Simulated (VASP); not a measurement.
# Ni (Fm-3m) in VASP: a series of runs, part 2 of 3

VASP 6.6.1. The steps go on from the part before.

### Step 3. Single point, PBE, collinear spin, ferromagnetic start

INCAR reads:

```
SYSTEM = Ni
PREC = Accurate ; ENCUT = 520
EDIFF = 1E-7 ; ISMEAR = -1
SIGMA = 0.1 ; LREAL = .False.
LASPH = .True. ; NELM = 150
ALGO = Normal ; ISIF = 2
LWAVE = .False. ; LCHARG = .False.
ISPIN = 2 ; MAGMOM = 0.24
LORBIT = 11 ; NUPDOWN = 0.24
LMAXMIX = 4 ; GGA = PE
NBANDS = 15
```

KPOINTS reads:

```
Automatic mesh
0
Gamma
  12 12 12
  0 0 0
```

POSCAR reads:

```
Ni
1.0
    0.0000000000      1.7673500000      1.7673500000
    1.7673500000      0.0000000000      1.7673500000
    1.7673500000      1.7673500000      0.0000000000
Ni
1
Direct
    0.0000000000      0.0000000000      0.0000000000
```

Potentials or basis: VASP PAW PBE potentials, release 64 (Ni).

On the command line:

```
> cat potpaw_PBE.64/Ni/POTCAR > POTCAR
> mpirun -np 1 vasp_std > vasp.out
```

OUTCAR:

```text
SYSTEM = Ni
   PREC = Accurate
   ENCUT = 520
   EDIFF = 1E-7
   ISMEAR = -1
   LREAL = .False.
   LASPH = .True.
   NELM = 150
   ISIF = 2
   ISPIN = 2
   LORBIT = 11
   NUPDOWN = 0.24
   GGA = PE

 ion  position               nearest neighbor table
   1  0.000  0.000  0.000-

  LATTYP: Found a face centered cubic cell.
 ALAT       =     3.5347000000

  Lattice vectors:

 A1 = (   0.0000000000,   1.7673500000,   1.7673500000)
 A2 = (   1.7673500000,   0.0000000000,   1.7673500000)
 A3 = (   1.7673500000,   1.7673500000,   0.0000000000)

Analysis of symmetry for initial positions (statically):
=====================================================================
 Subroutine PRICEL returns:
 Original cell was already a primitive cell.

 Routine SETGRP: Setting up the symmetry group for a
 face centered cubic supercell.

 Subroutine GETGRP returns: Found 48 space group operations
 (whereof 48 operations were pure point group operations)
 out of a pool of 48 trial point group operations.

The static configuration has the point symmetry O_h .

Analysis of symmetry for dynamics (positions and initial velocities):
=====================================================================
 Subroutine PRICEL returns:
 Original cell was already a primitive cell.

 Routine SETGRP: Setting up the symmetry group for a
 face centered cubic supercell.

 Subroutine GETGRP returns: Found 48 space group operations
 (whereof 48 operations were pure point group operations)
 out of a pool of 48 trial point group operations.

The dynamic configuration has the point symmetry O_h .

Analysis of structural, dynamic, and magnetic symmetry:
=====================================================================
 Subroutine PRICEL returns:
 Original cell was already a primitive cell.

 Routine SETGRP: Setting up the symmetry group for a
 face centered cubic supercell.

 Subroutine GETGRP returns: Found 48 space group operations
 (whereof 48 operations were pure point group operations)
 out of a pool of 48 trial point group operations.

The overall configuration has the point symmetry O_h .

 Subroutine INISYM returns: Found 48 space group operations
 (whereof 48 operations are pure point group operations),
 and found     1 'primitive' translations

----------------------------------------------------------------------------------------

                                     Primitive cell

  volume of cell :      11.0407

  direct lattice vectors                    reciprocal lattice vectors
     0.000000000  1.767350000  1.767350000    -0.282909441  0.282909441  0.282909441
     1.767350000  0.000000000  1.767350000     0.282909441 -0.282909441  0.282909441
     1.767350000  1.767350000  0.000000000     0.282909441  0.282909441 -0.282909441

  length of vectors
     2.499410339  2.499410339  2.499410339     0.490013525  0.490013525  0.490013525

  position of ions in fractional coordinates (direct lattice)
     0.000000000  0.000000000  0.000000000

  ion indices of the primitive-cell ions
   primitive index   ion index
                 1           1

----------------------------------------------------------------------------------------

 KPOINTS: Automatic mesh

Automatic generation of k-mesh.
 Grid dimensions read from file:
 generate k-points for:   12   12   12

 Generating k-lattice:

  Cartesian coordinates                     Fractional coordinates (reciprocal lattice)
[... 66 lines left out ...]
   ISIF   =      2    stress and relaxation
   ISYM   =      2    0-nonsym 1-usesym 2-fastsym
   POTIM  = 0.5000    time-step for ionic-motion
   TEBEG  =    0.0;   TEEND  =   0.0 temperature during run
   PSTRESS=    0.0 pullay stress
   NELECT =      10.0000    total number of electrons
   NUPDOWN=       0.2400    fix difference up-down
   EMIN   =  10.00;   EMAX   =-10.00  energy-range for DOS
   EFERMI =   0.00;   METHOD = LEGACY
   ISMEAR =    -1;   SIGMA  =   0.10  broadening in eV -4-tet -1-fermi 0-gaus
   EFERMI_NEDOS =   21; number of points for ismear=-14 and -15
   IALGO  =     38    algorithm
   IMIX   =      4    mixing-type and parameters
     AMIX     =   0.40;   BMIX     =  1.00
     AMIX_MAG =   1.60;   BMIX_MAG =  1.00
  volume/ion in A,a.u.               =      11.04        74.51
  Fermi-wavevector in a.u.,A,eV,Ry     =   1.583953  2.993237 34.135750  2.508907
  Thomas-Fermi vector in A             =   2.683645
   LORBIT       =     11    0 simple, 1 ext, 2 COOP (PROOUT), +10 PAW based schemes
   GGA     = PE    functional components
   LHFCALC =     F    Hartree Fock is set to
   AEXX    =    0.0000 exact exchange contribution
   IVDW    =     0    specifies the selected vdW correction
   LEPSILON=     F    determine dielectric tensor
   LRPA    =     F    only Hartree local field effects (RPA)
 spin polarized calculation
  energy-cutoff  :      520.00
  volume of cell :       11.04
 maximum number of plane-waves:       310
   NGX =  9   NGY =  9   NGZ =  9

 number of electron      10.0000010 magnetization       0.2400000

 Free energy of the ion-electron system (eV)
  ---------------------------------------------------
  ext. energy  EPLUGINS =         0.00000000
  ---------------------------------------------------
  free energy    TOTEN  =        -5.47399380 eV

  energy without entropy =       -5.39501798  energy(sigma->0) =       -5.43450589

 E-fermi :   9.0770     XC(G=0): -13.1672

 val. band max:        9.0747036475   @ k =  -0.4167   0.1667   0.0833
 cond. band min:       8.9755935687   @ k =   0.5000   0.5000   0.0000
 fundamental gap:     -0.0991100788
 Fermi energy:         8.9593975095

 spin component 1

 k-point     1 :       0.0000    0.0000    0.0000
  band No.  band energies     occupation
      1       0.2575      1.00000
      2       7.0248      1.00000
      3       7.0248      1.00000
      4       7.0248      1.00000
      5       8.1321      0.99974
      6       8.1321      0.99974
      7      32.7271      0.00000
      8      36.5162      0.00000
      9      36.5162      0.00000
     10      36.5162      0.00000
     11      39.4489      0.00000
     12      39.4489      0.00000
     13      39.4489      0.00000
     14      42.3673      0.00000
[... 403 lines left out ...]
      4       7.3750      1.00000
      5       8.6875      0.93817
      6      11.4321      0.00000
      7      15.3447      0.00000
      8      25.7833      0.00000
      9      30.5016      0.00000
     10      31.7174      0.00000
     11      40.8072      0.00000
     12      41.2941      0.00000
     13      48.1883      0.00000
     14      50.8800      0.00000
     15      52.0749      0.00000

 [... further k-points ...]

 spin component 2

 k-point     1 :       0.0000    0.0000    0.0000
  band No.  band energies     occupation
      1       0.2305      1.00000
      2       7.3233      1.00000
      3       7.3233      1.00000
      4       7.3233      1.00000
      5       8.3562      0.99926
      6       8.3562      0.99926
      7      32.6457      0.00000
      8      36.4964      0.00000
      9      36.4964      0.00000
     10      36.4964      0.00000
     11      39.4771      0.00000
     12      39.4771      0.00000
     13      39.4771      0.00000
     14      42.3024      0.00000
[... 403 lines left out ...]
      4       7.6130      1.00000
      5       8.9894      0.70594
      6      11.5471      0.00000
      7      15.4771      0.00000
      8      25.7991      0.00000
      9      30.5192      0.00000
     10      31.7040      0.00000
     11      40.8102      0.00000
     12      41.2692      0.00000
     13      48.2121      0.00000
     14      50.9158      0.00000
     15      52.0952      0.00000

 [... further k-points ...]
[... 5 lines left out ...]
  --------------------------------------------------------------------------------------
  -------------------------------------------------------------------------------------
  Total       -0.2225032     -0.2225032     -0.2225032      0.0000000     -0.0000000      0.0000000
  in kB      -32.2885985    -32.2885985    -32.2885985      0.0000000     -0.0000000      0.0000000
  external PRESSURE =     -32.2885985 kB  Pullay stress =       0.0000000 kB

 VOLUME and BASIS-vectors are now :
 -----------------------------------------------------------------------------
  energy-cutoff  :      520.00
  volume of cell :       11.04
      direct lattice vectors                 reciprocal lattice vectors
     0.000000000  1.767350000  1.767350000    -0.282909441  0.282909441  0.282909441
     1.767350000  0.000000000  1.767350000     0.282909441 -0.282909441  0.282909441
     1.767350000  1.767350000  0.000000000     0.282909441  0.282909441 -0.282909441

 POSITION                                       TOTAL-FORCE (eV/Angst)
 -----------------------------------------------------------------------------------
      0.00000      0.00000      0.00000         0.000000      0.000000      0.000000
 -----------------------------------------------------------------------------------
    total drift:                               -0.000000     -0.000000     -0.000000

  FREE ENERGIE OF THE ION-ELECTRON SYSTEM (eV)
  ---------------------------------------------------
  free  energy   TOTEN  =        -5.4739938008 eV

  energy  without entropy=       -5.3950179791  energy(sigma->0) =       -5.43450589

 total charge

# of ion       s       p       d       tot
------------------------------------------
    1        0.488   0.480   8.318   9.286

 magnetization (x)

# of ion       s       p       d       tot
------------------------------------------
    1       -0.005  -0.013   0.265   0.247
```

OSZICAR:

```text
N       E                     dE             d eps       ncg     rms          rms(c)
DAV:   1     0.340226612761E+02    0.34023E+02   -0.42076E+03  4510   0.852E+02
DAV:   2    -0.497838748398E+01   -0.39001E+02   -0.36247E+02  4880   0.165E+02
DAV:   3    -0.650074309066E+01   -0.15224E+01   -0.15027E+01  5356   0.318E+01
DAV:   4    -0.650980097051E+01   -0.90579E-02   -0.90567E-02  5217   0.237E+00
DAV:   5    -0.650991392329E+01   -0.11295E-03   -0.11295E-03  5494   0.234E-01    0.961E+00
DAV:   6    -0.584487738875E+01    0.66504E+00   -0.13989E+01  6238   0.403E+01    0.595E+00
DAV:   7    -0.549069293278E+01    0.35418E+00   -0.25684E+00  5722   0.155E+01    0.169E+00
DAV:   8    -0.547599372326E+01    0.14699E-01   -0.26413E-02  5424   0.107E+00    0.592E-01
DAV:   9    -0.547438699511E+01    0.16067E-02   -0.10632E-03  6997   0.187E-01    0.208E-01
DAV:  10    -0.547398814311E+01    0.39885E-03   -0.58611E-04  6906   0.126E-01    0.524E-02
DAV:  11    -0.547399400777E+01   -0.58647E-05   -0.72801E-06  4916   0.305E-02    0.132E-02
DAV:  12    -0.547399362964E+01    0.37813E-06   -0.86293E-07  6000   0.900E-03    0.251E-03
DAV:  13    -0.547399377289E+01   -0.14325E-06   -0.74439E-08  4837   0.260E-03    0.803E-04
DAV:  14    -0.547399380080E+01   -0.27913E-07   -0.40505E-09  3301   0.441E-04
   1 F= -.54739938E+01 E0= -.54345059E+01  d E =-.789758E-01  mag=     0.2400
```

It took 24 s on 1 thread of AMD EPYC 7R13 (Zen 3), shared host; peak memory 0.11 GiB.

What came out:

```yaml
Free_energy: -5.4740 eV
Pressure: -3.2 GPa
Net_moment: 0.24 μB per cell
Site_moments: Ni +0.25 μB
Valence_electrons_inside_the_program's_atomic_spheres: Ni 9.29
```

Caveat: the total moment is fixed, so each spin has its own Fermi level.

### Step 4. Single point, PBE, collinear spin, ferromagnetic start

INCAR reads:

```
ALGO     = Normal         # electronic algorithm
EDIFF    = 1E-6           # SCF threshold, eV
ENCUT    = 520            # plane-wave cutoff, eV
GGA      = PE             # functional
ISIF     = 2              # what is computed and relaxed
ISMEAR   = -1             # smearing method
ISPIN    = 2              # spin polarisation
LASPH    = T              # aspherical terms in the spheres
LCHARG   = F              # write CHGCAR
LMAXMIX  = 4              # l up to which the mixer works
LORBIT   = 11             # projections on sites
LREAL    = F              # projectors in reciprocal space
LWAVE    = F              # write WAVECAR
MAGMOM   = 0.73           # initial moments
NBANDS   = 15             # bands
NELM     = 150            # most SCF steps
NUPDOWN  = 0.73           # fixed moment
PREC     = Accurate       # precision mode
SIGMA    = 0.1            # smearing width, eV
```

KPOINTS reads:

```
k-points
0
Gamma
  12 12 12
```

POSCAR is that of step 3.

On the command line:

```
> cat potpaw_PBE.64/Ni/POTCAR > POTCAR
> mpirun -np 1 vasp_std > vasp.out
```

Run time: 21 s. Hardware: 1 thread of AMD EPYC 7R13 (Zen 3), shared host; peak memory 0.11 GiB.

The run converged. Its results:

```
Free energy                                           : -5.4923 eV
Pressure                                              : -1.5 GPa
Net moment                                            : 0.73 μB per cell
Site moments                                          : Ni +0.74 μB
Valence electrons inside the program's atomic spheres : Ni 9.28
```

Caveat: the total moment is fixed, so each spin has its own Fermi level.

[end of part 2 of 3]
